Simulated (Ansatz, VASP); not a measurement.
ZrCl5: VASP beside Ansatz

Contents of INCAR:

```
SYSTEM = ZrCl5
PREC     = Accurate       ! precision mode
ENCUT    = 520            ! plane-wave cutoff, eV
EDIFF    = 1E-6           ! SCF threshold, eV
ISMEAR   = 0              ! smearing method
SIGMA    = 0.1            ! smearing width, eV
LREAL    = .False.        ! projectors in reciprocal space
LASPH    = .True.         ! aspherical terms in the spheres
NELM     = 150            ! most SCF steps
ALGO     = Normal         ! electronic algorithm
ISIF     = 2              ! what is computed and relaxed
LWAVE    = .False.        ! write WAVECAR
LCHARG   = .False.        ! write CHGCAR
ISPIN    = 2              ! spin polarisation
MAGMOM   = 1 0 0 0 0 0    ! initial moments
LORBIT   = 11             ! projections on sites
LMAXMIX  = 4              ! l up to which the mixer works
GGA      = PE             ! functional
NBANDS   = 36             ! bands
```

Contents of KPOINTS:

```
regular mesh
0
Gamma
  4 4 4
  0 0 0
```

Contents of POSCAR:

```
ZrCl5
1.0
    6.6698380237      0.0000000000      0.0000000000
    0.0000000000      6.6698380237      0.0000000000
    0.0000000000      0.0000000000      6.6698380237
Zr Cl
1 5
Direct
    0.0000000000      0.0000000000      0.0000000000
    0.7982523557      0.7982523557      0.7982523557
    0.2017476443      0.2017476443      0.7982523557
    0.2017476443      0.7982523557      0.2017476443
    0.7982523557      0.2017476443      0.2017476443
    0.5000000000      0.5000000000      0.5000000000
```

Input for Ansatz:

```yaml
crystal:
  lattice:
    - [6.6698380237, 0.0, 0.0]
    - [0.0, 6.6698380237, 0.0]
    - [0.0, 0.0, 6.6698380237]
  atoms:
    - { symbol: Zr, position: [0.0, 0.0, 0.0], spin: 1.0 }
    - { symbol: Cl, position: [0.7982523557, 0.7982523557, 0.7982523557] }
    - { symbol: Cl, position: [0.2017476443, 0.2017476443, 0.7982523557] }
    - { symbol: Cl, position: [0.2017476443, 0.7982523557, 0.2017476443] }
    - { symbol: Cl, position: [0.7982523557, 0.2017476443, 0.2017476443] }
    - { symbol: Cl, position: [0.5, 0.5, 0.5] }
basis:
  ecutwfc: 420
kpoints:
  mp_grid: { grid: [4, 4, 4] }
hamiltonian:
  xc: pbe
scf:
  occupations: { method: gaussian, width: 0.1 }
  lower_state_search: "off"
output:
  forces: true
  stress: true
  eigenvalues: true
  populations: true
magnetization:
  spin_polarized: true
```

Alike in both runs: task single point; functional PBE; k mesh 4 × 4 × 4; occupations gaussian, width 0.1 eV; collinear spin.

|  | VASP | Ansatz |
| --- | --- | --- |
| version | VASP 6.6.1 | Ansatz 0.2.0 |
| potentials or method | VASP PAW PBE potentials, release 64 (Zr_sv, Cl), cutoff 520 eV | scalar-relativistic, plane waves, PAW |
| valence electrons in the cell | 47 | 47 |

|  | VASP | Ansatz | Ansatz less VASP |
| --- | --- | --- | --- |
| gap on the k mesh at the Fermi level (eV) | none | none | - |
| pressure (GPa) | 0.0 | 0.1 | +0.05 |
| rms of the force components (eV/Å) | 0.011 | 0.008 | -0.0030 |
| net moment per atom (μB) | 0.17 | 0.17 | 0.000 |
| size of the moment on the site where the two differ most (μB) | 0.66 | 0.86 | +0.200 |

Site moments also hang on the region over which each program counts them. Atom by atom the forces differ by 0.003 eV/Å (rms over components). A gap of «none» marks a metal or a gap that the smearing closes.
